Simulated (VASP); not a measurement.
Crystal: TePb.

```xyz
2
Lattice="0.0000 3.2310 3.2310 3.2310 0.0000 3.2310 3.2310 3.2310 0.0000" Properties=species:S:1:pos:R:3 pbc="T T T"
Pb    0.0000    0.0000    0.0000
Te    3.2310    3.2310    3.2310
```

* Program: VASP 6.6.1
* Task: relaxation of cell and atoms
* Functional: BLYP
* Potentials or basis: VASP PAW PBE potentials, release 64 (Pb_d, Te)
* Cutoff: 600 eV
* k mesh: 7 × 7 × 7
* Occupations: fermi-dirac, width 0.05 eV
* Spin: no spin polarisation

At the start: pressure 5.5 GPa; volume 33.73 Å³/atom.

Question: Where does the relaxation end?

Answer: Over 3 steps the energy falls by 70.2 meV/atom and the volume is 38.29 Å³/atom (+13.5 %); space group Fm-3m (No. 225, to 0.05 Å).

Step by step:
```csv
step,energy change (eV),largest force (eV/Å),pressure (GPa),volume (Å³)
1,0.0000,0.0000,5.50,67.46
2,-0.1311,0.0000,-1.07,79.40
3,-0.1404,0.0000,0.03,76.58
```

Final structure:
```cif
data_structure
_symmetry_space_group_name_H-M 'P 1'
_symmetry_Int_Tables_number 1
_cell_length_a 4.7666
_cell_length_b 4.7666
_cell_length_c 4.7666
_cell_angle_alpha 60.000
_cell_angle_beta 60.000
_cell_angle_gamma 60.000
_cell_volume 76.58
loop_
_atom_site_label
_atom_site_type_symbol
_atom_site_fract_x
_atom_site_fract_y
_atom_site_fract_z
_atom_site_occupancy
Pb1 Pb 0.00000 0.00000 0.00000 1
Te1 Te 0.50000 0.50000 0.50000 1
```

Caveat: the PAW data sets were made with another functional, which shifts forces and pressure a little; the volume moved by +14 % from the deposited cell, more than functionals usually miss.
